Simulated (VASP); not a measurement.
# W (P6_3/mmc) in VASP: notebook

The runs below take W through single point, with RPBE.

All numbers are computed with VASP 6.6.1; they aren't measurements. Logs are shortened: lines on timing, memory, paths and dates and some standing lists are left out, and cuts for length are marked.

### 1 The cell of the first run

The structure is hexagonal, space group P6_3/mmc (No. 194). The conventional cell has a = 2.797 Å, b = 2.797 Å, c = 9.868 Å, α = 90.00°, β = 90.00°, γ = 120.00°. W (site symmetry -3m) has 12 W at 2.80 to 2.95 Å within 3.7 Å. W (site symmetry -6m2) has 12 W at 2.80 to 2.95 Å within 3.7 Å.

This isn't the form of W at room conditions, which is bcc.

### 2 Single point, RPBE

File INCAR:

```
PREC = Accurate
ENCUT = 520
EDIFF = 1E-6
ISMEAR = -1
SIGMA = 0.1
LREAL = False
LASPH = True
NELM = 60
ALGO = Normal
ISIF = 2
LWAVE = False
LCHARG = False
GGA = RP
NBANDS = 36
```

File KPOINTS:

```
regular mesh
0
Gamma
  13 13 4
```

File POSCAR:

```
W
1.0
    2.7968184321      0.0000000000      0.0000000000
   -1.3984092161      2.4221158119      0.0000000000
    0.0000000000      0.0000000000      9.8683240543
W
4
Direct
    1.0000000000      1.0000000000      1.0000000000
    1.0000000000      1.0000000000      0.5000000000
    0.3333333333      0.6666666667      0.2500000000
    0.6666666667      0.3333333333      0.7500000000
```

Potentials or basis: VASP PAW PBE potentials, release 64 (W_sv).

The run is started by

```sh
$ cat potpaw_PBE.64/W_sv/POTCAR > POTCAR
$ mpirun -np 1 vasp_std > vasp.out
```

OUTCAR:

```text
PREC = Accurate
   ENCUT = 520
   EDIFF = 1E-6
   ISMEAR = -1
   LREAL = False
   LASPH = True
   NELM = 60
   ISIF = 2
   GGA = RP

 ion  position               nearest neighbor table
   1  0.000  0.000  0.000-   3 2.95   4 2.95   3 2.95   4 2.95   4 2.95   3 2.95
   2  0.000  0.000  0.500-   3 2.95   4 2.95   3 2.95   4 2.95   4 2.95   3 2.95
   3  0.333  0.667  0.250-   1 2.95   2 2.95   1 2.95   2 2.95   1 2.95   2 2.95
   4  0.667  0.333  0.750-   1 2.95   2 2.95   1 2.95   2 2.95   1 2.95   2 2.95

  LATTYP: Found a hexagonal cell.
 ALAT       =     2.7968184321
 C/A-ratio  =     3.5284106902

  Lattice vectors:

 A1 = (   2.7968184321,   0.0000000000,   0.0000000000)
 A2 = (  -1.3984092161,   2.4221158119,   0.0000000000)
 A3 = (   0.0000000000,   0.0000000000,   9.8683240543)

Analysis of symmetry for initial positions (statically):
=====================================================================
 Subroutine PRICEL returns:
 Original cell was already a primitive cell.

 Routine SETGRP: Setting up the symmetry group for a
 hexagonal supercell.

 Subroutine GETGRP returns: Found 24 space group operations
 (whereof 12 operations were pure point group operations)
 out of a pool of 24 trial point group operations.

The static configuration has the point symmetry D_3d.
 The point group associated with its full space group is D_6h.

Analysis of symmetry for dynamics (positions and initial velocities):
=====================================================================
 Subroutine PRICEL returns:
 Original cell was already a primitive cell.

 Routine SETGRP: Setting up the symmetry group for a
 hexagonal supercell.

 Subroutine GETGRP returns: Found 24 space group operations
 (whereof 12 operations were pure point group operations)
 out of a pool of 24 trial point group operations.

The dynamic configuration has the point symmetry D_3d.
 The point group associated with its full space group is D_6h.

 Subroutine INISYM returns: Found 24 space group operations
 (whereof 12 operations are pure point group operations),
 and found     1 'primitive' translations

----------------------------------------------------------------------------------------

                                     Primitive cell

  volume of cell :      66.8502

  direct lattice vectors                    reciprocal lattice vectors
     2.796818432  0.000000000  0.000000000     0.357549131  0.206431087  0.000000000
    -1.398409216  2.422115812  0.000000000     0.000000000  0.412862174  0.000000000
     0.000000000  0.000000000  9.868324054     0.000000000  0.000000000  0.101334329

  length of vectors
     2.796818432  2.796818432  9.868324054     0.412862174  0.412862174  0.101334329

  position of ions in fractional coordinates (direct lattice)
     0.000000000  0.000000000  0.000000000
     0.000000000  0.000000000  0.500000000
     0.333333333  0.666666667  0.250000000
     0.666666667  0.333333333  0.750000000

  ion indices of the primitive-cell ions
   primitive index   ion index
                 1           1
                 2           2
                 3           3
                 4           4

----------------------------------------------------------------------------------------

 KPOINTS: regular mesh

Automatic generation of k-mesh.
 Grid dimensions read from file:
 generate k-points for:   13   13    4

 Generating k-lattice:

  Cartesian coordinates                     Fractional coordinates (reciprocal lattice)
     0.027503779  0.015879314  0.000000000     0.076923077  0.000000000  0.000000000
     0.000000000  0.031758629  0.000000000     0.000000000  0.076923077  0.000000000
     0.000000000  0.000000000  0.025333582     0.000000000  0.000000000  0.250000000

  Length of vectors
     0.031758629  0.031758629  0.025333582

  Shift w.r.t. Gamma in fractional coordinates (k-lattice)
     0.000000000  0.000000000  0.000000000

 Subroutine IBZKPT returns following result:
 ===========================================

 Found     63 irreducible k-points:

 Following reciprocal coordinates:
            Coordinates               Weight
  0.000000  0.000000  0.000000      1.000000
  0.076923 -0.000000  0.000000      6.000000
  0.153846 -0.000000  0.000000      6.000000
  0.230769 -0.000000  0.000000      6.000000
  0.307692 -0.000000  0.000000      6.000000
  0.384615 -0.000000  0.000000      6.000000
[... 16 lines left out ...]
  0.076923 -0.000000  0.250000     12.000000
  0.153846 -0.000000  0.250000     12.000000
 [... further k-points ...]
   k-points           NKPTS =     63   k-points in BZ     NKDIM =     63   number of bands    NBANDS=     36
   number of dos      NEDOS =    301   number of ions     NIONS =      4
   total plane-waves  NPLWV =  46080
   dimension x,y,z NGX =    24 NGY =   24 NGZ =   80
   dimension x,y,z NGXF=    48 NGYF=   48 NGZF=  160
   ions per type =               4
   NGX,Y,Z   is equivalent  to a cutoff of  14.27, 14.27, 13.48 a.u.
   NGXF,Y,Z  is equivalent  to a cutoff of  28.53, 28.53, 26.95 a.u.
 SYSTEM =  unknown system
   PREC   = accura    normal or accurate (medium, high low for compatibility)
   ISTART =      0    job   : 0-new  1-cont  2-samecut
   ICHARG =      2    charge: 1-file 2-atom 10-const
   ISPIN  =      1    spin polarized calculation?
   LNONCOLLINEAR =      F non collinear calculations
   LSORBIT =      F    spin-orbit coupling
   LASPH  =      T    aspherical Exc in radial PAW
   ENCUT  =  520.0 eV  38.22 Ry    6.18 a.u.   5.20  5.20 18.35*2*pi/ulx,y,z
   NELM   =     60;   NELMIN=  2; NELMDL= -5     # of ELM steps
   EDIFF  = 0.1E-05   stopping-criterion for ELM
   LREAL  =      F    real-space projection
   EDIFFG = 0.1E-04   stopping-criterion for IOM
   NSW    =      0    number of steps for IOM
   IBRION =     -1    ionic relax: 0-MD 1-quasi-New 2-CG
   NFREE  =      0    steps in history (QN), initial steepest desc. (CG)
   ISIF   =      2    stress and relaxation
   ISYM   =      2    0-nonsym 1-usesym 2-fastsym
   POTIM  = 0.5000    time-step for ionic-motion
   TEBEG  =    0.0;   TEEND  =   0.0 temperature during run
   PSTRESS=    0.0 pullay stress
   NELECT =      56.0000    total number of electrons
   NUPDOWN=      -1.0000    fix difference up-down
   EMIN   =  10.00;   EMAX   =-10.00  energy-range for DOS
   EFERMI =   0.00;   METHOD = LEGACY
   ISMEAR =    -1;   SIGMA  =   0.10  broadening in eV -4-tet -1-fermi 0-gaus
   EFERMI_NEDOS =   21; number of points for ismear=-14 and -15
   IALGO  =     38    algorithm
   IMIX   =      4    mixing-type and parameters
     AMIX     =   0.40;   BMIX     =  1.00
     AMIX_MAG =   1.60;   BMIX_MAG =  1.00
  volume/ion in A,a.u.               =      16.71       112.78
  Fermi-wavevector in a.u.,A,eV,Ry     =   1.543251  2.916322 32.403969  2.381625
  Thomas-Fermi vector in A             =   2.648941
   LORBIT       =      0    0 simple, 1 ext, 2 COOP (PROOUT), +10 PAW based schemes
   GGA     = RP    functional components
   LHFCALC =     F    Hartree Fock is set to
   AEXX    =    0.0000 exact exchange contribution
   IVDW    =     0    specifies the selected vdW correction
   LEPSILON=     F    determine dielectric tensor
   LRPA    =     F    only Hartree local field effects (RPA)
 non-spin polarized calculation
  energy-cutoff  :      520.00
  volume of cell :       66.85
 maximum number of plane-waves:      1820
 NGX is ok and might be reduce to    24
   NGX = 11   NGY = 11   NGZ = 37

 number of electron      56.0000010 magnetization

 Free energy of the ion-electron system (eV)
  ---------------------------------------------------
  ext. energy  EPLUGINS =         0.00000000
  ---------------------------------------------------
  free energy    TOTEN  =       -47.77241531 eV

  energy without entropy =      -47.63965763  energy(sigma->0) =      -47.70603647

 E-fermi :  10.4305     XC(G=0): -13.2729

 val. band max:       10.4272411457   @ k =   0.4615   0.0769   0.2500
 cond. band min:      10.4358197637   @ k =   0.3077   0.0769   0.0000
 fundamental gap:      0.0085786180
 Fermi energy:        10.4304576965

 k-point     1 :       0.0000    0.0000    0.0000
  band No.  band energies     occupation
      1     -63.4107      2.00000
      2     -63.3891      2.00000
      3     -63.3565      2.00000
      4     -63.3349      2.00000
      5     -28.0938      2.00000
      6     -27.6812      2.00000
[... 28 lines left out ...]
     35      13.3567      0.00000
     36      13.3567      0.00000

 k-point     2 :       0.0769   -0.0000    0.0000
  band No.  band energies     occupation
      1     -63.4048      2.00000
      2     -63.3840      2.00000
      3     -63.3515      2.00000
      4     -63.3305      2.00000
      5     -28.0741      2.00000
      6     -27.6771      2.00000
[... 28 lines left out ...]
     35      13.4085      0.00000
     36      13.4671      0.00000

 k-point     3 :       0.1538   -0.0000    0.0000
  band No.  band energies     occupation
      1     -63.3882      2.00000
      2     -63.3698      2.00000
      3     -63.3372      2.00000
      4     -63.3186      2.00000
      5     -28.0179      2.00000
      6     -27.6725      2.00000
[... 28 lines left out ...]
     35      13.4093      0.00000
     36      13.6546      0.00000

 k-point     4 :       0.2308   -0.0000    0.0000
  band No.  band energies     occupation
      1     -63.3646      2.00000
      2     -63.3497      2.00000
      3     -63.3170      2.00000
      4     -63.3020      2.00000
      5     -27.9342      2.00000
      6     -27.7019      2.00000
[... 28 lines left out ...]
     35      13.4509      0.00000
     36      13.6515      0.00000

 k-point     5 :       0.3077   -0.0000    0.0000
  band No.  band energies     occupation
      1     -63.3389      2.00000
      2     -63.3282      2.00000
      3     -63.2956      2.00000
      4     -63.2848      2.00000
      5     -27.8744      2.00000
      6     -27.8623      2.00000
[... 655 lines left out ...]
 k-point    22 :       0.0000    0.0000    0.2500
  band No.  band energies     occupation
      1     -63.4084      2.00000
      2     -63.3938      2.00000
      3     -63.3519      2.00000
      4     -63.3373      2.00000
      5     -28.0621      2.00000
      6     -27.8335      2.00000
[... 28 lines left out ...]
     35      13.1956      0.00000
     36      13.1956      0.00000

 k-point    23 :       0.0769   -0.0000    0.2500
  band No.  band energies     occupation
      1     -63.4025      2.00000
      2     -63.3884      2.00000
      3     -63.3470      2.00000
      4     -63.3328      2.00000
      5     -28.0437      2.00000
      6     -27.8237      2.00000
[... 28 lines left out ...]
     35      13.1243      0.00000
     36      13.1521      0.00000

 k-point    24 :       0.1538   -0.0000    0.2500
  band No.  band energies     occupation
      1     -63.3862      2.00000
      2     -63.3736      2.00000
      3     -63.3334      2.00000
      4     -63.3207      2.00000
      5     -27.9914      2.00000
      6     -27.8002      2.00000
[... 28 lines left out ...]
     35      12.9654      0.00000
     36      13.0154      0.00000

 [... further k-points ...]

------------------------ aborting loop because EDIFF is reached ----------------------------------------

  FORCE on cell =-STRESS in cart. coord.  units (eV):
  Direction    XX          YY          ZZ          XY          YZ          ZX
  --------------------------------------------------------------------------------------
  -------------------------------------------------------------------------------------
  Total        0.1837746      0.1837746      0.1474221     -0.0000000      0.0000000     -0.0000000
  in kB        4.4044691      4.4044691      3.5332197     -0.0000000      0.0000000     -0.0000000
  external PRESSURE =       4.1140526 kB  Pullay stress =       0.0000000 kB

 VOLUME and BASIS-vectors are now :
 -----------------------------------------------------------------------------
  energy-cutoff  :      520.00
  volume of cell :       66.85
      direct lattice vectors                 reciprocal lattice vectors
     2.796818432  0.000000000  0.000000000     0.357549131  0.206431087  0.000000000
    -1.398409216  2.422115812  0.000000000     0.000000000  0.412862174  0.000000000
     0.000000000  0.000000000  9.868324054     0.000000000  0.000000000  0.101334329

 POSITION                                       TOTAL-FORCE (eV/Angst)
 -----------------------------------------------------------------------------------
      0.00000      0.00000      0.00000        -0.000000      0.000000     -0.000000
      0.00000      0.00000      4.93416        -0.000000      0.000000     -0.000000
     -0.00000      1.61474      2.46708        -0.000000     -0.000000      0.000000
      1.39841      0.80737      7.40124         0.000000      0.000000      0.000000
 -----------------------------------------------------------------------------------
    total drift:                               -0.000000      0.000000     -0.000000

  FREE ENERGIE OF THE ION-ELECTRON SYSTEM (eV)
  ---------------------------------------------------
  free  energy   TOTEN  =       -47.7724153108 eV

  energy  without entropy=      -47.6396576311  energy(sigma->0) =      -47.70603647
```

Run time: 3.8 min. Hardware: 1 thread of Intel Xeon 8259CL, shared host; peak memory 0.26 GiB.

What came out:

| Quantity | Value |
| --- | --- |
| Free energy | -47.7724 eV |
| Pressure | 0.4 GPa |
| Band gap on the k mesh | zero (bands 28 and 29 overlap by 1.58 eV) |

Caveat: the PAW data sets were made with another functional, which shifts forces and pressure a little; spin-orbit coupling is left out, which moves the levels of the heavy elements.

### 3 Single point, RPBE (14.71 Å³/atom)

This run uses another cell than the first one, of 14.71 Å³/atom.

File INCAR:

```
  PREC = Accurate
  ENCUT = 520
  EDIFF = 1E-6
  ISMEAR = -1
  SIGMA = 0.1
  LREAL = F
  LASPH = T
  NELM = 80
  ALGO = Normal
  ISIF = 2
  LWAVE = F
  LCHARG = F
  GGA = RP
  NBANDS = 36
```

File KPOINTS:

```
regular mesh
0
Gamma
  15 15 4
```

File POSCAR:

```
W
1.0
    2.6801462744      0.0000000000      0.0000000000
   -1.3400731372      2.3210747595      0.0000000000
    0.0000000000      0.0000000000      9.4566567660
W
4
Direct
    1.0000000000      1.0000000000      1.0000000000
    1.0000000000      1.0000000000      0.5000000000
    0.3333333333      0.6666666667      0.2500000000
    0.6666666667      0.3333333333      0.7500000000
```

Potentials or basis: VASP PAW PBE potentials, release 64 (W_sv).

The run is started by

```sh
$ cat potpaw_PBE.64/W_sv/POTCAR > POTCAR
$ mpirun -np 1 vasp_std > vasp.out
```

Wall time 3.9 min (1 thread of Intel Xeon 8259CL, shared host); peak memory 0.26 GiB.

Results (log left out):

```yaml
Free_energy: -46.7150 eV
Pressure: 46.1 GPa
Band_gap_on_the_k_mesh: zero (bands 28 and 29 overlap by 2.51 eV)
```

Stress tensor (GPa, compression positive):
```
49.17  0.00  0.00
 0.00 49.17  0.00
 0.00  0.00 40.10
```

Levels at points of the mesh, in eV from the Fermi level:
```
           k point  band 25  band 26  band 27  band 28  band 29  band 30  band 31  band 32
(0.00, 0.00, 0.00)    -0.76    -0.59    -0.59    -0.27    -0.27    -0.06    -0.06     0.04
(0.00, 0.00, 0.50)    -0.62    -0.62    -0.62    -0.62    -0.25    -0.25    -0.25    -0.25
```

Caveat: the stress differs along the axes, from 40 to 49 GPa; the PAW data sets were made with another functional, which shifts forces and pressure a little; spin-orbit coupling is left out, which moves the levels of the heavy elements.
